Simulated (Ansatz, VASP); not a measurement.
# SiO2: VASP beside Ansatz

INCAR

```
PREC     = Accurate       # precision mode
ENCUT    = 520            # plane-wave cutoff, eV
EDIFF    = 1E-6           # SCF threshold, eV
ISMEAR   = 0              # smearing method
SIGMA    = 0.01           # smearing width, eV
LREAL    = Auto         
LASPH    = True           # aspherical terms in the spheres
NELM     = 80             # most SCF steps
ALGO     = Normal         # electronic algorithm
ISIF     = 2              # what is computed and relaxed
LWAVE    = False          # write WAVECAR
LCHARG   = True           # write CHGCAR
GGA      = PS             # functional
LELF     = True           # ELF
LVHAR    = True         
NBANDS   = 120            # bands
```

The input KPOINTS:

```
regular mesh
0
Gamma
  2 2 2
```

The input POSCAR:

```
SiO2
1.0
    8.9714952521      0.0000000000      0.0000000000
    0.0000000000      8.9714952521      0.0000000000
   -4.4857476260     -4.4857476260      7.8762054613
Si O
12 24
Direct
    0.1769136266      0.1769136266      0.0000000000
    0.5102469600      0.5102469600      0.6666666667
    0.8435802933      0.8435802933      0.3333333333
    0.8435802933      0.4897530400      0.3333333333
    0.1769136266      0.8230863734      1.0000000000
    0.5102469600      0.1564197067      0.6666666667
    0.4897530400      0.8435802933      0.3333333333
    0.8230863734      0.1769136266      1.0000000000
    0.1564197067      0.5102469600      0.6666666667
    0.4897530400      0.4897530400      0.3333333333
    0.8230863734      0.8230863734      1.0000000000
    0.1564197067      0.1564197067      0.6666666667
    0.3333333333      0.3333333333      0.1666666667
    0.6666666667      0.6666666667      0.8333333333
    0.0000000000      0.0000000000      0.5000000000
    0.0000000000      0.5000000000      0.5000000000
    0.3333333333      0.8333333333      0.1666666667
    0.6666666667      0.1666666667      0.8333333333
    0.5000000000      0.0000000000      0.5000000000
    0.8333333333      0.3333333333      0.1666666667
    0.1666666667      0.6666666667      0.8333333333
    0.1666666667      0.1666666667      0.8333333333
    0.5000000000      0.5000000000      0.5000000000
    0.8333333333      0.8333333333      0.1666666667
    0.8760911061      0.6666666667      0.3333333333
    0.2094244395      0.0000000000      0.0000000000
    0.5427577728      0.3333333333      0.6666666667
    0.6666666667      0.4572422272      0.3333333333
    0.0000000000      0.7905755605      0.0000000000
    0.3333333333      0.1239088939      0.6666666667
    0.6666666667      0.8760911061      0.3333333333
    0.0000000000      0.2094244395      0.0000000000
    0.3333333333      0.5427577728      0.6666666667
    0.4572422272      0.6666666667      0.3333333333
    0.7905755605      0.0000000000      0.0000000000
    0.1239088939      0.3333333333      0.6666666667
```

Input for Ansatz:

```yaml
crystal:
  lattice:
    - [8.9714952521, 0.0, 0.0]
    - [0.0, 8.9714952521, 0.0]
    - [-4.485747626, -4.485747626, 7.8762054613]
  atoms:
    - { symbol: Si, position: [0.1769136266, 0.1769136266, 0.0] }
    - { symbol: Si, position: [0.51024696, 0.51024696, 0.6666666667] }
    - { symbol: Si, position: [0.8435802933, 0.8435802933, 0.3333333333] }
    - { symbol: Si, position: [0.8435802933, 0.48975304, 0.3333333333] }
    - { symbol: Si, position: [0.1769136266, 0.8230863734, 1.0] }
    - { symbol: Si, position: [0.51024696, 0.1564197067, 0.6666666667] }
    - { symbol: Si, position: [0.48975304, 0.8435802933, 0.3333333333] }
    - { symbol: Si, position: [0.8230863734, 0.1769136266, 1.0] }
    - { symbol: Si, position: [0.1564197067, 0.51024696, 0.6666666667] }
    - { symbol: Si, position: [0.48975304, 0.48975304, 0.3333333333] }
    - { symbol: Si, position: [0.8230863734, 0.8230863734, 1.0] }
    - { symbol: Si, position: [0.1564197067, 0.1564197067, 0.6666666667] }
    - { symbol: O, position: [0.3333333333, 0.3333333333, 0.1666666667] }
    - { symbol: O, position: [0.6666666667, 0.6666666667, 0.8333333333] }
    - { symbol: O, position: [0.0, 0.0, 0.5] }
    - { symbol: O, position: [0.0, 0.5, 0.5] }
    - { symbol: O, position: [0.3333333333, 0.8333333333, 0.1666666667] }
    - { symbol: O, position: [0.6666666667, 0.1666666667, 0.8333333333] }
    - { symbol: O, position: [0.5, 0.0, 0.5] }
    - { symbol: O, position: [0.8333333333, 0.3333333333, 0.1666666667] }
    - { symbol: O, position: [0.1666666667, 0.6666666667, 0.8333333333] }
    - { symbol: O, position: [0.1666666667, 0.1666666667, 0.8333333333] }
    - { symbol: O, position: [0.5, 0.5, 0.5] }
    - { symbol: O, position: [0.8333333333, 0.8333333333, 0.1666666667] }
    - { symbol: O, position: [0.8760911061, 0.6666666667, 0.3333333333] }
    - { symbol: O, position: [0.2094244395, 0.0, 0.0] }
    - { symbol: O, position: [0.5427577728, 0.3333333333, 0.6666666667] }
    - { symbol: O, position: [0.6666666667, 0.4572422272, 0.3333333333] }
    - { symbol: O, position: [0.0, 0.7905755605, 0.0] }
    - { symbol: O, position: [0.3333333333, 0.1239088939, 0.6666666667] }
    - { symbol: O, position: [0.6666666667, 0.8760911061, 0.3333333333] }
    - { symbol: O, position: [0.0, 0.2094244395, 0.0] }
    - { symbol: O, position: [0.3333333333, 0.5427577728, 0.6666666667] }
    - { symbol: O, position: [0.4572422272, 0.6666666667, 0.3333333333] }
    - { symbol: O, position: [0.7905755605, 0.0, 0.0] }
    - { symbol: O, position: [0.1239088939, 0.3333333333, 0.6666666667] }
basis:
  ecutwfc: 420
  xc_grid: 2
kpoints:
  mp_grid: { grid: [2, 2, 2], shift: [0.0, 0.0, 0.0] }
hamiltonian:
  xc: pbesol
scf:
  occupations: { method: gaussian, width: 0.01 }
output:
  forces: true
  stress: true
  eigenvalues: true
```

Alike in both runs: task single point; functional PBEsol; k mesh 2 × 2 × 2; occupations gaussian, width 0.01 eV; no spin polarisation.

|  | VASP | Ansatz |
| --- | --- | --- |
| version | VASP 6.6.1 | Ansatz 0.2.0 |
| potentials or method | VASP PAW PBE potentials, release 64 (Si, O), cutoff 520 eV | scalar-relativistic, plane waves, PAW |
| valence electrons in the cell | 192 | 192 |

|  | VASP | Ansatz | Ansatz less VASP |
| --- | --- | --- | --- |
| gap on the k mesh at the Fermi level (eV) | 5.47 | 5.48 | +0.002 |
| least direct gap on the mesh (eV) | 5.48 | 5.48 | +0.002 |
| pressure (GPa) | 0.4 | 0.0 | -0.39 |
| rms of the force components (eV/Å) | 0.008 | 0.001 | -0.0070 |

VASP's potentials were made for PBE, not for PBEsol. Atom by atom the forces differ by 0.010 eV/Å (rms over components).
